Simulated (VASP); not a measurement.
Wanted: the native input for a VASP 6.6.1 run.

```
Task                   : single point
Functional             : LDA
Potentials or basis    : VASP PAW LDA potentials, release 64 (Y_sv)
Cutoff                 : 520 eV
k mesh                 : 9 × 9 × 9
Occupations            : tetrahedron
Spin                   : non-collinear spin, zero start, spin-orbit coupling
Starting moments       : [[0.0, 0.0, 0.0]] μB
Dipole correction      : no
Further INCAR settings : ALGO = Fast; EDIFF = 1e-07; NBANDS = 22
```

The structure of Y lies in POSCAR:

```
Y
1.0
    0.0000000000      2.5519910612      2.5519910612
    2.5519910612      0.0000000000      2.5519910612
    2.5519910612      2.5519910612      0.0000000000
Y
1
Direct
    0.0000000000      0.0000000000      0.0000000000
```

This isn't the form of Y at room conditions, which is hcp.

These files were run (other wordings do the same):

INCAR

```
  PREC = Accurate
  ENCUT = 520
  EDIFF = 1E-7
  ISMEAR = -5
  SIGMA = 0.05
  LREAL = F
  LASPH = T
  NELM = 150
  ALGO = Fast
  ISIF = 2
  LWAVE = F
  LCHARG = F
  LNONCOLLINEAR = T
  MAGMOM = 0 0 0
  LORBIT = 11
  LSORBIT = T
  GGA_COMPAT = F
  LORBMOM = T
  LMAXMIX = 4
  GGA = CA
  NBANDS = 22
```

KPOINTS

```
Automatic mesh
0
Gamma
  9 9 9
```

Potentials or basis: VASP PAW LDA potentials, release 64 (Y_sv).

Run with:

```bash
$ cat potpaw_LDA.64/Y_sv/POTCAR > POTCAR
$ mpirun -np 1 vasp_ncl > vasp.out
```

It gave:

The pressure is -4.6 GPa, the net moment is 0.00 μB per cell and the valence electrons inside the program's atomic spheres are Y 9.45.

Caveat: the cell stands under tension.

Wall time 3.1 min on 1 thread of Oxide Virtual Turin-like Processor, on a shared host, peak memory 0.21 GiB.
